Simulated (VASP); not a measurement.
# CdF2 (I4mm) in VASP: notebook

CdF2 is run at these levels: r2SCAN; tasks: single point.

All numbers are computed with VASP 6.6.1; they aren't measurements. Logs are shortened: lines on timing, memory, paths and dates and some standing lists are left out, and cuts for length are marked.

## (1) The cell of the first run

The structure is tetragonal, space group I4mm (No. 107). Conventional cell: a = 3.810 Å, b = 3.810 Å, c = 5.388 Å, α = 90.00°, β = 90.00°, γ = 90.00°. Cd (site symmetry 4mm) has 8 F at 2.30 to 2.37 Å within 3.0 Å. F (site symmetry 2mm) has 4 Cd at 2.30 to 2.37 Å and 6 F at 2.69 Å within 3.0 Å.

## (2) Single point, r2SCAN (all Cd atoms moved +0.062 Å, as atom 1 along Cartesian [0 1 0])

POSCAR reads:

```
CdF2
1.0
    0.0000000000      2.6940000000      2.6940000000
    2.6940000000      0.0000000000      2.6940000000
    2.6940000000      2.6940000000      0.0000000000
Cd F
1 2
Direct
    0.0115998515     -0.0115998515      0.0115998515
    0.2500000000      0.2500000000      0.2500000000
    0.7500000000      0.7500000000      0.7500000000
```

INCAR.step1 reads:

```
PREC = Accurate
ENCUT = 520
ISMEAR = 0
SIGMA = 0.05
LREAL = False
LASPH = True
NELM = 60
NBANDS = 20
GGA = PE
ALGO = Normal
EDIFF = 1E-4
LWAVE = True
LCHARG = False
```

INCAR.step2 reads:

```
PREC = Accurate
ENCUT = 520
EDIFF = 1E-6
ISMEAR = 0
SIGMA = 0.05
LREAL = False
LASPH = True
NELM = 60
ALGO = Normal
ISIF = 2
LWAVE = False
LCHARG = False
METAGGA = R2SCAN
LMIXTAU = True
NBANDS = 20
ISTART = 1
```

KPOINTS reads:

```
regular mesh
0
Gamma
  8 8 8
```

Potentials or basis: VASP PAW PBE potentials, release 64 (Cd, F).

On the command line:

```
> cat potpaw_PBE.64/Cd/POTCAR potpaw_PBE.64/F/POTCAR > POTCAR
> cp INCAR.step1 INCAR
> mpirun -np 1 vasp_std > vasp.out
> cp INCAR.step2 INCAR
> mpirun -np 1 vasp_std > vasp.out
```

OUTCAR:

```text
PREC = Accurate
   ENCUT = 520
   EDIFF = 1E-6
   ISMEAR = 0
   LREAL = False
   LASPH = True
   NELM = 60
   ISIF = 2
   METAGGA = R2SCAN
   ISTART = 1

 ion  position               nearest neighbor table
   1  0.012  0.988  0.012-   3 2.30   3 2.30   2 2.30   2 2.30   3 2.37   2 2.37   3 2.37   2 2.37

   2  0.250  0.250  0.250-   1 2.30   1 2.30   1 2.37   1 2.37
   3  0.750  0.750  0.750-   1 2.30   1 2.30   1 2.37   1 2.37

  LATTYP: Found a face centered cubic cell.
 ALAT       =     5.3880000000

  Lattice vectors:

 A1 = (   0.0000000000,   2.6940000000,   2.6940000000)
 A2 = (   2.6940000000,   0.0000000000,   2.6940000000)
 A3 = (   2.6940000000,   2.6940000000,   0.0000000000)

Analysis of symmetry for initial positions (statically):
=====================================================================
 Subroutine PRICEL returns:
 Original cell was already a primitive cell.

 Routine SETGRP: Setting up the symmetry group for a
 face centered cubic supercell.

 Subroutine GETGRP returns: Found  8 space group operations
 (whereof  8 operations were pure point group operations)
 out of a pool of 48 trial point group operations.

The static configuration has the point symmetry C_4v.

Analysis of symmetry for dynamics (positions and initial velocities):
=====================================================================
 Subroutine PRICEL returns:
 Original cell was already a primitive cell.

 Routine SETGRP: Setting up the symmetry group for a
 face centered cubic supercell.

 Subroutine GETGRP returns: Found  8 space group operations
 (whereof  8 operations were pure point group operations)
 out of a pool of 48 trial point group operations.

The dynamic configuration has the point symmetry C_4v.

 Subroutine INISYM returns: Found  8 space group operations
 (whereof  8 operations are pure point group operations),
 and found     1 'primitive' translations

----------------------------------------------------------------------------------------

                                     Primitive cell

  volume of cell :      39.1041

  direct lattice vectors                    reciprocal lattice vectors
     0.000000000  2.694000000  2.694000000    -0.185597624  0.185597624  0.185597624
[... 78 lines left out ...]
 SYSTEM =  unknown system
   PREC   = accura    normal or accurate (medium, high low for compatibility)
   ISTART =      1    job   : 0-new  1-cont  2-samecut
   ICHARG =      0    charge: 1-file 2-atom 10-const
   ISPIN  =      1    spin polarized calculation?
   LNONCOLLINEAR =      F non collinear calculations
   LSORBIT =      F    spin-orbit coupling
   LASPH  =      T    aspherical Exc in radial PAW
   ENCUT  =  520.0 eV  38.22 Ry    6.18 a.u.   7.08  7.08  7.08*2*pi/ulx,y,z
   NELM   =     60;   NELMIN=  2; NELMDL=  0     # of ELM steps
   EDIFF  = 0.1E-05   stopping-criterion for ELM
   LREAL  =      F    real-space projection
   EDIFFG = 0.1E-04   stopping-criterion for IOM
   NSW    =      0    number of steps for IOM
   IBRION =     -1    ionic relax: 0-MD 1-quasi-New 2-CG
   NFREE  =      0    steps in history (QN), initial steepest desc. (CG)
   ISIF   =      2    stress and relaxation
   ISYM   =      2    0-nonsym 1-usesym 2-fastsym
   POTIM  = 0.5000    time-step for ionic-motion
   TEBEG  =    0.0;   TEEND  =   0.0 temperature during run
   PSTRESS=    0.0 pullay stress
   NELECT =      26.0000    total number of electrons
   NUPDOWN=      -1.0000    fix difference up-down
   EMIN   =  10.00;   EMAX   =-10.00  energy-range for DOS
   EFERMI =   0.00;   METHOD = LEGACY
   ISMEAR =     0;   SIGMA  =   0.05  broadening in eV -4-tet -1-fermi 0-gaus
   EFERMI_NEDOS =   21; number of points for ismear=-14 and -15
   IALGO  =     38    algorithm
   IMIX   =      4    mixing-type and parameters
     AMIX     =   0.40;   BMIX     =  1.00
     AMIX_MAG =   1.60;   BMIX_MAG =  1.00
  volume/ion in A,a.u.               =      13.03        87.96
  Fermi-wavevector in a.u.,A,eV,Ry     =   1.428867  2.700166 27.778468  2.041660
  Thomas-Fermi vector in A             =   2.548882
   LORBIT       =      0    0 simple, 1 ext, 2 COOP (PROOUT), +10 PAW based schemes
   METAGGA = R2SCAN    functional components
   LHFCALC =     F    Hartree Fock is set to
   AEXX    =    0.0000 exact exchange contribution
   IVDW    =     0    specifies the selected vdW correction
   LEPSILON=     F    determine dielectric tensor
   LRPA    =     F    only Hartree local field effects (RPA)
 non-spin polarized calculation
 Gauss-broadening in eV      SIGMA  =   0.05
  energy-cutoff  :      520.00
  volume of cell :       39.10
 maximum number of plane-waves:      1067
   NGX = 15   NGY = 15   NGZ = 15

 number of electron      25.9999978 magnetization

 Free energy of the ion-electron system (eV)
  ---------------------------------------------------
  ext. energy  EPLUGINS =         0.00000000
  ---------------------------------------------------
  free energy    TOTEN  =       -33.70750675 eV

  energy without entropy =      -33.70750675  energy(sigma->0) =      -33.70750675

 E-fermi :  -1.6027     XC(G=0): -11.0476

 val. band max:       -1.8628392190   @ k =  -0.2500   0.5000   0.2500
 cond. band min:       1.8834228836   @ k =   0.0000   0.0000   0.0000
 fundamental gap:      3.7462621026
 Fermi energy:        -1.6026513909

 k-point     1 :       0.0000    0.0000    0.0000
  band No.  band energies     occupation
      1     -23.8113      2.00000
      2     -22.7465      2.00000
      3      -7.5016      2.00000
      4      -7.5016      2.00000
      5      -7.4921      2.00000
      6      -6.2676      2.00000
[... 541 lines left out ...]
     19      18.9558      0.00000
     20      20.6257      0.00000

 [... further k-points ...]
[... 5 lines left out ...]
  --------------------------------------------------------------------------------------
  -------------------------------------------------------------------------------------
  Total        0.3220942      0.2752620      0.3220942      0.0000000      0.0000000      0.0000000
  in kB       13.1968614     11.2780497     13.1968614      0.0000000      0.0000000      0.0000000
  external PRESSURE =      12.5572575 kB  Pullay stress =       0.0000000 kB

 VOLUME and BASIS-vectors are now :
 -----------------------------------------------------------------------------
  energy-cutoff  :      520.00
  volume of cell :       39.10
      direct lattice vectors                 reciprocal lattice vectors
     0.000000000  2.694000000  2.694000000    -0.185597624  0.185597624  0.185597624
     2.694000000  0.000000000  2.694000000     0.185597624 -0.185597624  0.185597624
     2.694000000  2.694000000  0.000000000     0.185597624  0.185597624 -0.185597624

 POSITION                                       TOTAL-FORCE (eV/Angst)
 -----------------------------------------------------------------------------------
      2.69400      0.06250      2.69400         0.000000     -0.371213      0.000000
      1.34700      1.34700      1.34700         0.000000      0.185607      0.000000
      4.04100      4.04100      4.04100        -0.000000      0.185607     -0.000000
 -----------------------------------------------------------------------------------
    total drift:                               -0.000012     -0.007769     -0.000012

  FREE ENERGIE OF THE ION-ELECTRON SYSTEM (eV)
  ---------------------------------------------------
  free  energy   TOTEN  =       -33.7075067539 eV

  energy  without entropy=      -33.7075067539  energy(sigma->0) =      -33.70750675
```

Run time: 86 s. Hardware: 1 thread of Intel Xeon 6975P-C (Granite Rapids), shared host; peak memory 0.19 GiB.

What came out:

- Free energy: -33.7075 eV
- Pressure: 1.3 GPa
- Largest force: 0.371 eV/Å
- Band gap on the k mesh: 3.75 eV (least direct gap 4.25 eV)

Forces on the atoms (eV/Å):
```
Cd   0.000 -0.371  0.000
F    0.000  0.186  0.000
F    0.000  0.186  0.000
```

Stress tensor (GPa, compression positive):
```
1.32 0.00 0.00
0.00 1.13 0.00
0.00 0.00 1.32
```

Caveat: the cell differs from its parent crystal (all Cd atoms moved +0.062 Å, as atom 1 along Cartesian [0 1 0]); the PAW data sets were made with another functional, which shifts forces and pressure a little.

## (3) Single point, r2SCAN (all Cd atoms moved +0.037 Å, as atom 1 along Cartesian [0 1 0])

POSCAR, as its differences from that of step 2:

```diff
@@ -8,3 +8,3 @@
 Direct
-    0.0115998515     -0.0115998515      0.0115998515
+    0.0069599109     -0.0069599109      0.0069599109
     0.2500000000      0.2500000000      0.2500000000
```

INCAR.step1 reads:

```
PREC = Accurate
ENCUT = 520
ISMEAR = 0
SIGMA = 0.05
LREAL = F
LASPH = T
NELM = 100
NBANDS = 20
GGA = PE
ALGO = Normal
EDIFF = 1E-4
LWAVE = T
LCHARG = F
```

INCAR.step2 reads:

```
PREC = Accurate
ENCUT = 520
EDIFF = 1E-6
ISMEAR = 0
SIGMA = 0.05
LREAL = F
LASPH = T
NELM = 100
ALGO = Normal
ISIF = 2
LWAVE = F
LCHARG = F
METAGGA = R2SCAN
LMIXTAU = T
NBANDS = 20
ISTART = 1
```

KPOINTS reads:

```
Automatic mesh
0
Gamma
  8 8 8
```

Potentials or basis: VASP PAW PBE potentials, release 64 (Cd, F).

On the command line:

```
> cat potpaw_PBE.64/Cd/POTCAR potpaw_PBE.64/F/POTCAR > POTCAR
> cp INCAR.step1 INCAR
> mpirun -np 1 vasp_std > vasp.out
> cp INCAR.step2 INCAR
> mpirun -np 1 vasp_std > vasp.out
```

Run time: 74 s. Hardware: 1 thread of Intel Xeon 6975P-C (Granite Rapids), shared host; peak memory 0.19 GiB.

Results (log left out):

```yaml
Free_energy: -33.7150 eV
Pressure: 1.1 GPa
Largest_force: 0.224 eV/Å
Band_gap_on_the_k_mesh: 3.75 eV (least direct gap 4.25 eV)
```

Forces on the atoms (eV/Å):
```
Cd   0.000 -0.224  0.000
F    0.000  0.112  0.000
F    0.000  0.112  0.000
```

Levels at points of the mesh, in eV from the valence-band top:
```tsv
k point	band 11	band 12	band 13	band 14	band 15	band 16
(0.00, 0.00, 0.00)	-0.51	-0.51	-0.50	3.75	13.61	13.61
(0.50, 0.00, 0.00)	-1.85	-0.40	-0.40	7.98	9.69	15.60
(0.50, 0.50, 0.00)	-0.51	-0.10	-0.09	8.87	10.55	12.18
(0.50, 0.00, 0.50)	-0.51	-0.10	-0.10	8.87	10.54	12.18
```

Caveat: the cell differs from its parent crystal (all Cd atoms moved +0.037 Å, as atom 1 along Cartesian [0 1 0]); the PAW data sets were made with another functional, which shifts forces and pressure a little. A k mesh can miss the band edges.

## (4) Single point, r2SCAN (all Cd atoms moved +0.013 Å, as atom 1 along Cartesian [0 1 0])

POSCAR, as its differences from that of step 3:

```diff
@@ -8,3 +8,3 @@
 Direct
-    0.0069599109     -0.0069599109      0.0069599109
+    0.0023199703     -0.0023199703      0.0023199703
     0.2500000000      0.2500000000      0.2500000000
```

INCAR.step1 reads:

```
PREC     = Accurate       # precision mode
ENCUT    = 520            # plane-wave cutoff, eV
ISMEAR   = 0              # smearing method
SIGMA    = 0.05           # smearing width, eV
LREAL    = F              # projectors in reciprocal space
LASPH    = T              # aspherical terms in the spheres
NELM     = 80             # most SCF steps
NBANDS   = 20             # bands
GGA      = PE             # functional
ALGO     = Normal         # electronic algorithm
EDIFF    = 1E-4           # SCF threshold, eV
LWAVE    = T              # write WAVECAR
LCHARG   = F              # write CHGCAR
```

INCAR.step2 reads:

```
PREC     = Accurate       # precision mode
ENCUT    = 520            # plane-wave cutoff, eV
EDIFF    = 1E-6           # SCF threshold, eV
ISMEAR   = 0              # smearing method
SIGMA    = 0.05           # smearing width, eV
LREAL    = F              # projectors in reciprocal space
LASPH    = T              # aspherical terms in the spheres
NELM     = 80             # most SCF steps
ALGO     = Normal         # electronic algorithm
ISIF     = 2              # what is computed and relaxed
LWAVE    = F              # write WAVECAR
LCHARG   = F              # write CHGCAR
METAGGA  = R2SCAN         # meta-GGA
LMIXTAU  = T            
NBANDS   = 20             # bands
ISTART   = 1
```

KPOINTS reads:

```
regular mesh
0
Gamma
  8 8 8
```

Potentials or basis: VASP PAW PBE potentials, release 64 (Cd, F).

On the command line:

```
> cat potpaw_PBE.64/Cd/POTCAR potpaw_PBE.64/F/POTCAR > POTCAR
> cp INCAR.step1 INCAR
> mpirun -np 1 vasp_std > vasp.out
> cp INCAR.step2 INCAR
> mpirun -np 1 vasp_std > vasp.out
```

OUTCAR:

```text
PREC = Accurate
   ENCUT = 520
   EDIFF = 1E-6
   ISMEAR = 0
   LREAL = F
   LASPH = T
   NELM = 80
   ISIF = 2
   METAGGA = R2SCAN
   ISTART = 1

 ion  position               nearest neighbor table
   1  0.002  0.998  0.002-   3 2.33   3 2.33   2 2.33   2 2.33   3 2.34   2 2.34   3 2.34   2 2.34

   2  0.250  0.250  0.250-   1 2.33   1 2.33   1 2.34   1 2.34
   3  0.750  0.750  0.750-   1 2.33   1 2.33   1 2.34   1 2.34

  LATTYP: Found a face centered cubic cell.
 ALAT       =     5.3880000000

  Lattice vectors:

 A1 = (   0.0000000000,   2.6940000000,   2.6940000000)
 A2 = (   2.6940000000,   0.0000000000,   2.6940000000)
 A3 = (   2.6940000000,   2.6940000000,   0.0000000000)

Analysis of symmetry for initial positions (statically):
=====================================================================
 Subroutine PRICEL returns:
 Original cell was already a primitive cell.

 Routine SETGRP: Setting up the symmetry group for a
 face centered cubic supercell.

 Subroutine GETGRP returns: Found  8 space group operations
 (whereof  8 operations were pure point group operations)
 out of a pool of 48 trial point group operations.

The static configuration has the point symmetry C_4v.

Analysis of symmetry for dynamics (positions and initial velocities):
=====================================================================
 Subroutine PRICEL returns:
 Original cell was already a primitive cell.

 Routine SETGRP: Setting up the symmetry group for a
 face centered cubic supercell.

 Subroutine GETGRP returns: Found  8 space group operations
 (whereof  8 operations were pure point group operations)
 out of a pool of 48 trial point group operations.

The dynamic configuration has the point symmetry C_4v.

 Subroutine INISYM returns: Found  8 space group operations
[... 107 lines left out ...]
   POTIM  = 0.5000    time-step for ionic-motion
   TEBEG  =    0.0;   TEEND  =   0.0 temperature during run
   PSTRESS=    0.0 pullay stress
   NELECT =      26.0000    total number of electrons
   NUPDOWN=      -1.0000    fix difference up-down
   EMIN   =  10.00;   EMAX   =-10.00  energy-range for DOS
   EFERMI =   0.00;   METHOD = LEGACY
   ISMEAR =     0;   SIGMA  =   0.05  broadening in eV -4-tet -1-fermi 0-gaus
   EFERMI_NEDOS =   21; number of points for ismear=-14 and -15
   IALGO  =     38    algorithm
   IMIX   =      4    mixing-type and parameters
     AMIX     =   0.40;   BMIX     =  1.00
     AMIX_MAG =   1.60;   BMIX_MAG =  1.00
  volume/ion in A,a.u.               =      13.03        87.96
  Fermi-wavevector in a.u.,A,eV,Ry     =   1.428867  2.700166 27.778468  2.041660
  Thomas-Fermi vector in A             =   2.548882
   LORBIT       =      0    0 simple, 1 ext, 2 COOP (PROOUT), +10 PAW based schemes
   METAGGA = R2SCAN    functional components
   LHFCALC =     F    Hartree Fock is set to
   AEXX    =    0.0000 exact exchange contribution
   IVDW    =     0    specifies the selected vdW correction
   LEPSILON=     F    determine dielectric tensor
   LRPA    =     F    only Hartree local field effects (RPA)
 non-spin polarized calculation
 Gauss-broadening in eV      SIGMA  =   0.05
  energy-cutoff  :      520.00
  volume of cell :       39.10
 maximum number of plane-waves:      1067
   NGX = 15   NGY = 15   NGZ = 15

 number of electron      25.9999987 magnetization

 Free energy of the ion-electron system (eV)
  ---------------------------------------------------
  ext. energy  EPLUGINS =         0.00000000
  ---------------------------------------------------
  free energy    TOTEN  =       -33.71881520 eV

  energy without entropy =      -33.71881520  energy(sigma->0) =      -33.71881520

 E-fermi :  -1.5914     XC(G=0): -11.0481

 val. band max:       -1.8677371734   @ k =  -0.2500   0.5000   0.2500
 cond. band min:       1.8826266525   @ k =   0.0000   0.0000   0.0000
 fundamental gap:      3.7503638259
 Fermi energy:        -1.5914370923

 k-point     1 :       0.0000    0.0000    0.0000
  band No.  band energies     occupation
      1     -23.8076      2.00000
      2     -22.7413      2.00000
      3      -7.4974      2.00000
      4      -7.4974      2.00000
      5      -7.4970      2.00000
      6      -6.2592      2.00000
[... 541 lines left out ...]
     19      18.9572      0.00000
     20      20.6274      0.00000

 [... further k-points ...]
[... 5 lines left out ...]
  --------------------------------------------------------------------------------------
  -------------------------------------------------------------------------------------
  Total        0.2515423      0.2496800      0.2515423     -0.0000000      0.0000000      0.0000000
  in kB       10.3062066     10.2299051     10.3062066     -0.0000000      0.0000000      0.0000000
  external PRESSURE =      10.2807727 kB  Pullay stress =       0.0000000 kB

 VOLUME and BASIS-vectors are now :
 -----------------------------------------------------------------------------
  energy-cutoff  :      520.00
  volume of cell :       39.10
      direct lattice vectors                 reciprocal lattice vectors
     0.000000000  2.694000000  2.694000000    -0.185597624  0.185597624  0.185597624
     2.694000000  0.000000000  2.694000000     0.185597624 -0.185597624  0.185597624
     2.694000000  2.694000000  0.000000000     0.185597624  0.185597624 -0.185597624

 POSITION                                       TOTAL-FORCE (eV/Angst)
 -----------------------------------------------------------------------------------
      2.69400      0.01250      2.69400         0.000000     -0.075040      0.000000
      1.34700      1.34700      1.34700         0.000000      0.037520      0.000000
      4.04100      4.04100      4.04100        -0.000000      0.037520     -0.000000
 -----------------------------------------------------------------------------------
    total drift:                                0.000000     -0.004408      0.000000

  FREE ENERGIE OF THE ION-ELECTRON SYSTEM (eV)
  ---------------------------------------------------
  free  energy   TOTEN  =       -33.7188152007 eV

  energy  without entropy=      -33.7188152007  energy(sigma->0) =      -33.71881520
```

It took 68 s on 1 thread of Intel Xeon 6975P-C (Granite Rapids), shared host; peak memory 0.19 GiB.

Results:

```
Free energy            : -33.7188 eV
Pressure               : 1.0 GPa
Largest force          : 0.075 eV/Å
Band gap on the k mesh : 3.75 eV (least direct gap 4.25 eV)
```

Forces in eV/Å, atoms in the order of the input:
```
Cd   0.000 -0.075  0.000
F    0.000  0.038  0.000
F    0.000  0.038  0.000
```

Caveat: the cell differs from its parent crystal (all Cd atoms moved +0.013 Å, as atom 1 along Cartesian [0 1 0]); the PAW data sets were made with another functional, which shifts forces and pressure a little.

## (5) Overview

| cell | gap on the mesh (eV) | pressure (GPa) | largest force (eV/Å) |
| --- | --- | --- | --- |
| as given, atomic positions A | 3.75 | 1.3 | 0.37 |
| as given, atomic positions B | 3.75 | 1.1 | 0.22 |
| as given, atomic positions C | 3.75 | 1.0 | 0.08 |

Alike in all rows: task single point; level r2SCAN; potentials or basis VASP PAW PBE potentials, release 64 (Cd, F); no spin polarisation; k mesh 8 × 8 × 8; cutoff (eV) 520; smearing gaussian 0.05 eV.

Caveats: the PAW data sets were made with another functional, which shifts forces and pressure a little.

Total energies depend on the potentials used, so only differences within one code and one set of settings carry meaning.
